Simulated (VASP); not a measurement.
Here is a VASP 6.6.1 calculation.

Contents of INCAR:

```
ALGO = Normal ; EDIFF = 1E-6
ENCUT = 520 ; GGA = PE
ISIF = 2 ; ISMEAR = -1
ISPIN = 2 ; IVDW = 12
LASPH = True ; LCHARG = True
LDAU = True ; LDAUJ = 0 0.9 0
LDAUL = -1 2 -1 ; LDAUPRINT = 1
LDAUTYPE = 1 ; LDAUU = 0 5.9 0
LELF = True ; LMAXMIX = 4
LORBIT = 11 ; LREAL = False
LUSENCCL = False ; LVHAR = True
LWAVE = False ; MAGMOM = 0 0 1.8 -1.8 0 0 0 0
NBANDS = 48 ; NELM = 150
PREC = Accurate ; SIGMA = 0.05
```

The input KPOINTS:

```
k-points
0
Gamma
  4 7 5
```

POSCAR

```
TaVN2
1.0
    6.0997000000      0.0000000000      0.0000000000
    0.0000000000      3.0499000000      0.0000000000
    0.0000000000      0.0000000000      4.2961000000
Ta V N
2 2 4
Direct
    0.0000000000      0.0000000000      0.0000000000
    0.5000000000      0.0000000000      0.0000000000
    0.2500000000      0.5000000000      0.5000000000
    0.7500000000      0.5000000000      0.5000000000
    0.0000000000      0.0000000000      0.5000000000
    0.2500000000      0.5000000000      0.0000000000
    0.5000000000      0.0000000000      0.5000000000
    0.7500000000      0.5000000000      0.0000000000
```

Potentials or basis: VASP PAW PBE potentials, release 64 (Ta_pv, V_sv, N).

Command:

```sh
$ cat potpaw_PBE.64/Ta_pv/POTCAR potpaw_PBE.64/V_sv/POTCAR potpaw_PBE.64/N/POTCAR > POTCAR
$ mpirun -np 1 vasp_std > vasp.out
```

Q: Predict the band gap on the k mesh.

A: Zero (filled and empty bands overlap).

Q: What does it give for the net moment?

A: 0.00 μB per cell.

Q: What does it give for the dispersion energy per atom?

A: -0.451 eV.

Eigenvalues of the final occupation matrices:
```csv
site,spin,trace,eigenvalues
site 3 d,1,2.77,0.15 0.16 0.76 0.80 0.90
site 3 d,2,0.43,0.04 0.05 0.06 0.14 0.14
site 4 d,1,0.43,0.04 0.05 0.06 0.14 0.14
site 4 d,2,2.77,0.15 0.16 0.76 0.80 0.90
```

Caveat: spin-orbit coupling is left out, which moves the levels of the heavy elements. The state reached can hang on the start; a lower one may exist.
